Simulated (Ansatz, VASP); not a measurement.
Re in VASP and in Ansatz

File INCAR:

```
PREC     = Accurate       # precision mode
ENCUT    = 520            # plane-wave cutoff, eV
EDIFF    = 1E-6           # SCF threshold, eV
ISMEAR   = -1             # smearing method
SIGMA    = 0.1            # smearing width, eV
LREAL    = False          # projectors in reciprocal space
LASPH    = True           # aspherical terms in the spheres
NELM     = 100            # most SCF steps
ALGO     = Normal         # electronic algorithm
ISIF     = 2              # what is computed and relaxed
LWAVE    = False          # write WAVECAR
LCHARG   = False          # write CHGCAR
GGA      = PS             # functional
NBANDS   = 22             # bands
```

KPOINTS

```
regular mesh
0
Gamma
  15 15 4
```

File POSCAR:

```
Re
1.0
    2.8242246885      0.0000000000      0.0000000000
   -1.4121123442      2.4458503262      0.0000000000
    0.0000000000      0.0000000000      9.1000684495
Re
4
Direct
    0.0000000000      1.0000000000      0.0000000000
    0.0000000000      1.0000000000      0.5000000000
    0.3333333333      0.6666666667      0.2500000000
    0.6666666667      0.3333333333      0.7500000000
```

Input for Ansatz:

```yaml
crystal:
  lattice:
    - [2.8242246885, 0.0, 0.0]
    - [-1.4121123442, 2.4458503262, 0.0]
    - [0.0, 0.0, 9.1000684495]
  atoms:
    - { symbol: Re, position: [0.0, 1.0, 0.0] }
    - { symbol: Re, position: [0.0, 1.0, 0.5] }
    - { symbol: Re, position: [0.3333333333, 0.6666666667, 0.25] }
    - { symbol: Re, position: [0.6666666667, 0.3333333333, 0.75] }
hamiltonian:
  xc: pbesol
  pseudopotentials:
    kind: paw
    azcp:
      Re: "pseudopotentials/Re.paw.azcp"
basis:
  ecutwfc: 420
  fft_grid_basis: typed
kpoints:
  mp_grid: { grid: [15, 15, 4], shift: [0, 0, 0] }
magnetization:
  spin_polarized: false
scf:
  occupations: { method: fermi_dirac, width: 0.1 }
  lower_state_search: "off"
output:
  stress: true
```

Alike in both runs: task single point; functional PBEsol; k mesh 15 × 15 × 4; occupations fermi-dirac, width 0.1 eV; no spin polarisation.

|  | VASP | Ansatz |
| --- | --- | --- |
| version | VASP 6.6.1 | Ansatz 0.2.0 |
| potentials or method | VASP PAW PBE potentials, release 64 (Re), cutoff 520 eV | plane waves (420 eV) with PAW, scalar-relativistic |
| valence electrons in the cell | 28 | 60 |

```tsv
	VASP	Ansatz	Ansatz less VASP
pressure (GPa)	-25.8	-25.3	+0.49
traceless stress, the component that is largest in VASP (GPa)	-0.07	-0.02	+0.051
```

VASP's potentials were made for PBE, not for PBEsol, and Ansatz warns of the same on its side. VASP's potentials hold 28 valence electrons a cell and Ansatz's 60, so a difference there can come from the potentials and not from the codes.

Spin-orbit coupling is off throughout.
